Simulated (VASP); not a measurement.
# Rb (P6_3/mmc) in VASP: single point with PBE

Aim: the single point of Rb with PBE.

Program: VASP 6.6.1. These are calculated values, not measurements. Logs are shortened: lines on timing, memory, paths and dates and some standing lists are left out, and cuts for length are marked.

### Step 1. The cell of the first run

It takes space group P6_3/mmc (No. 194, hexagonal). The conventional cell has a = 3.633 Å, b = 3.633 Å, c = 6.852 Å, α = 90.00°, β = 90.00°, γ = 120.00°. Rb (site symmetry -6m2) has 12 Rb at 3.63 to 4.02 Å within 4.8 Å.

### Step 2. Single point, PBE

Contents of INCAR:

```
SYSTEM = Rb
PREC = Accurate
ENCUT = 520
EDIFF = 1E-6
ISMEAR = 1
SIGMA = 0.0578
LREAL = .False.
LASPH = .True.
NELM = 60
ALGO = Normal
ISIF = 2
LWAVE = .False.
LCHARG = .True.
GGA = PE
LELF = .True.
LVHAR = .True.
NBANDS = 16
```

Contents of KPOINTS:

```
Automatic mesh
0
Gamma
  11 11 5
  0 0 0
```

Contents of POSCAR:

```
Rb
1.0
    3.6334920000      0.0000000000      0.0000000000
    1.8167400000      3.1467000000      0.0000000000
    0.0000000000      0.0000000000      6.8521580000
Rb
2
Direct
    0.6666600000      0.6666700000      0.2500000000
    0.3333300000      0.3333300000      0.7500000000
```

Potentials or basis: VASP PAW PBE potentials, release 64 (Rb_sv).

Command:

```console
cat potpaw_PBE.64/Rb_sv/POTCAR > POTCAR
mpirun -np 1 vasp_std > vasp.out
```

OUTCAR:

```text
SYSTEM = Rb
   PREC = Accurate
   ENCUT = 520
   EDIFF = 1E-6
   ISMEAR = 1
   LREAL = .False.
   LASPH = .True.
   NELM = 60
   ISIF = 2
   GGA = PE

 ion  position               nearest neighbor table
   1  0.667  0.667  0.250-   2 4.02   2 4.02   2 4.02   2 4.02   2 4.02   2 4.02   2 5.42   2 5.42
                             2 5.42   2 5.42   2 5.42   2 5.42
   2  0.333  0.333  0.750-   1 4.02   1 4.02   1 4.02   1 4.02   1 4.02   1 4.02   1 5.42   1 5.42
                             1 5.42   1 5.42   1 5.42   1 5.42

  LATTYP: Found a hexagonal cell.
 ALAT       =     3.6334921381
 C/A-ratio  =     1.8858326204

  Lattice vectors:

 A1 = (  -1.8167400000,  -3.1467000000,   0.0000000000)
 A2 = (   3.6334920000,   0.0000000000,   0.0000000000)
 A3 = (   0.0000000000,   0.0000000000,   6.8521580000)

Analysis of symmetry for initial positions (statically):
=====================================================================
 Subroutine PRICEL returns:
 Original cell was already a primitive cell.

 Routine SETGRP: Setting up the symmetry group for a
 hexagonal supercell.

 Subroutine GETGRP returns: Found  8 space group operations
 (whereof  2 operations were pure point group operations)
 out of a pool of 24 trial point group operations.

The static configuration has the point symmetry C_2 .
 The point group associated with its full space group is D_2h.

Analysis of symmetry for dynamics (positions and initial velocities):
=====================================================================
 Subroutine PRICEL returns:
 Original cell was already a primitive cell.

 Routine SETGRP: Setting up the symmetry group for a
 hexagonal supercell.

 Subroutine GETGRP returns: Found  8 space group operations
 (whereof  2 operations were pure point group operations)
 out of a pool of 24 trial point group operations.

The dynamic configuration has the point symmetry C_2 .
 The point group associated with its full space group is D_2h.

 Subroutine INISYM returns: Found  8 space group operations
 (whereof  2 operations are pure point group operations),
 and found     1 'primitive' translations

----------------------------------------------------------------------------------------

                                     Primitive cell

  volume of cell :      78.3442

  direct lattice vectors                    reciprocal lattice vectors
     3.633492000  0.000000000  0.000000000     0.275217339 -0.158896097  0.000000000
     1.816740000  3.146700000  0.000000000     0.000000000  0.317793244  0.000000000
     0.000000000  0.000000000  6.852158000     0.000000000  0.000000000  0.145939425

  length of vectors
[... 79 lines left out ...]
   LASPH  =      T    aspherical Exc in radial PAW
   ENCUT  =  520.0 eV  38.22 Ry    6.18 a.u.   6.76  6.76 12.74*2*pi/ulx,y,z
   NELM   =     60;   NELMIN=  2; NELMDL= -5     # of ELM steps
   EDIFF  = 0.1E-05   stopping-criterion for ELM
   LREAL  =      F    real-space projection
   EDIFFG = 0.1E-04   stopping-criterion for IOM
   NSW    =      0    number of steps for IOM
   IBRION =     -1    ionic relax: 0-MD 1-quasi-New 2-CG
   NFREE  =      0    steps in history (QN), initial steepest desc. (CG)
   ISIF   =      2    stress and relaxation
   ISYM   =      2    0-nonsym 1-usesym 2-fastsym
   POTIM  = 0.5000    time-step for ionic-motion
   TEBEG  =    0.0;   TEEND  =   0.0 temperature during run
   PSTRESS=    0.0 pullay stress
   NELECT =      18.0000    total number of electrons
   NUPDOWN=      -1.0000    fix difference up-down
   EMIN   =  10.00;   EMAX   =-10.00  energy-range for DOS
   EFERMI =   0.00;   METHOD = LEGACY
   ISMEAR =     1;   SIGMA  =   0.06  broadening in eV -4-tet -1-fermi 0-gaus
   EFERMI_NEDOS =   21; number of points for ismear=-14 and -15
   IALGO  =     38    algorithm
   IMIX   =      4    mixing-type and parameters
     AMIX     =   0.40;   BMIX     =  1.00
     AMIX_MAG =   1.60;   BMIX_MAG =  1.00
  volume/ion in A,a.u.               =      39.17       264.35
  Fermi-wavevector in a.u.,A,eV,Ry     =   1.002682  1.894795 13.678914  1.005372
  Thomas-Fermi vector in A             =   2.135185
   LORBIT       =      0    0 simple, 1 ext, 2 COOP (PROOUT), +10 PAW based schemes
   GGA     = PE    functional components
   LHFCALC =     F    Hartree Fock is set to
   AEXX    =    0.0000 exact exchange contribution
   IVDW    =     0    specifies the selected vdW correction
   LEPSILON=     F    determine dielectric tensor
   LRPA    =     F    only Hartree local field effects (RPA)
 non-spin polarized calculation
 Methfessel and Paxton  Order N= 1 SIGMA  =   0.06
  energy-cutoff  :      520.00
  volume of cell :       78.34
 maximum number of plane-waves:      2126
   NGX = 13   NGY = 13   NGZ = 25

 number of electron      18.0000000 magnetization

 Free energy of the ion-electron system (eV)
  ---------------------------------------------------
  ext. energy  EPLUGINS =         0.00000000
  ---------------------------------------------------
  free energy    TOTEN  =        -0.04142260 eV

  energy without entropy =       -0.04087695  energy(sigma->0) =       -0.04124072

 E-fermi :   2.9554     XC(G=0):  -8.0102

 val. band max:        2.9499726650   @ k =   0.0909   0.1818   0.2000
 cond. band min:       2.9807557427   @ k =  -0.1818   0.2727   0.4000
 fundamental gap:      0.0307830777
 Fermi energy:         2.9553908079

 k-point     1 :       0.0000    0.0000    0.0000
  band No.  band energies     occupation
      1     -26.2143      2.00000
      2     -26.1333      2.00000
      3     -10.7890      2.00000
      4      -9.8840      2.00000
      5      -9.7178      2.00000
      6      -9.7178      2.00000
[... 433 lines left out ...]
      3     -10.9975      2.00000
      4     -10.8744      2.00000
      5     -10.2183      2.00000
      6     -10.1065      2.00000
[... 8 lines left out ...]
     15       6.9244      0.00000
     16       9.7280      0.00000

 [... further k-points ...]
[... 5 lines left out ...]
  --------------------------------------------------------------------------------------
  -------------------------------------------------------------------------------------
  Total        5.3603388      5.3603612      3.7866011     -0.0000102      0.0000000      0.0000000
  in kB      109.6215421    109.6219988     77.4378378     -0.0002090      0.0000000      0.0000000
  external PRESSURE =      98.8937929 kB  Pullay stress =       0.0000000 kB

 VOLUME and BASIS-vectors are now :
 -----------------------------------------------------------------------------
  energy-cutoff  :      520.00
  volume of cell :       78.34
      direct lattice vectors                 reciprocal lattice vectors
     3.633492000  0.000000000  0.000000000     0.275217339 -0.158896097  0.000000000
     1.816740000  3.146700000  0.000000000     0.000000000  0.317793244  0.000000000
     0.000000000  0.000000000  6.852158000     0.000000000  0.000000000  0.145939425

 POSITION                                       TOTAL-FORCE (eV/Angst)
 -----------------------------------------------------------------------------------
      3.63347      2.09781      1.71304         0.000000     -0.000002     -0.000000
      1.81673      1.04889      5.13912        -0.000000      0.000002      0.000000
 -----------------------------------------------------------------------------------
    total drift:                                0.000000     -0.000000     -0.000000

  FREE ENERGIE OF THE ION-ELECTRON SYSTEM (eV)
  ---------------------------------------------------
  free  energy   TOTEN  =        -0.0414225956 eV

  energy  without entropy=       -0.0408769546  energy(sigma->0) =       -0.04124072
```

OSZICAR:

```text
N       E                     dE             d eps       ncg     rms          rms(c)
DAV:   1     0.971718785610E+02    0.97172E+02   -0.81006E+03  3456   0.966E+02
DAV:   2     0.705442594741E+01   -0.90117E+02   -0.87066E+02  4736   0.196E+02
DAV:   3     0.273023838600E+00   -0.67814E+01   -0.67437E+01  5432   0.500E+01
DAV:   4    -0.663636889460E-01   -0.33939E+00   -0.33911E+00  4824   0.787E+00
DAV:   5    -0.708524315130E-01   -0.44887E-02   -0.44886E-02  5072   0.911E-01    0.458E+00
DAV:   6    -0.442595063773E-01    0.26593E-01   -0.34974E-02  3976   0.107E+00    0.294E+00
DAV:   7    -0.423015101373E-01    0.19580E-02   -0.60835E-02  4088   0.143E+00    0.318E-01
DAV:   8    -0.414047686741E-01    0.89674E-03   -0.78661E-03  3960   0.549E-01    0.536E-02
DAV:   9    -0.414260950049E-01   -0.21326E-04   -0.22221E-04  4920   0.884E-02    0.324E-02
DAV:  10    -0.414231096386E-01    0.29854E-05   -0.19227E-05  4272   0.326E-02    0.131E-02
DAV:  11    -0.414225956015E-01    0.51404E-06   -0.71171E-07  3368   0.561E-03
   1 F= -.41422596E-01 E0= -.41240715E-01  d E =-.545641E-03
```

Wall time 84 s (1 thread of AMD EPYC 7R43 (Zen 3), shared host); peak memory 0.22 GiB.

What came out:

```
Free energy            : -0.0414 eV
Pressure               : 9.9 GPa
Band gap on the k mesh : zero (band 9 reaches 3.71 eV, above the bottom of band 10 at 1.64 eV)
```

Levels at points of the mesh, in eV from the Fermi level:
| k point | band 6 | band 7 | band 8 | band 9 | band 10 | band 11 | band 12 | band 13 |
| --- | --- | --- | --- | --- | --- | --- | --- | --- |
| (0.00, 0.00, 0.00) | -12.67 | -12.61 | -12.61 | -2.98 | -0.31 | 1.44 | 2.91 | 4.29 |
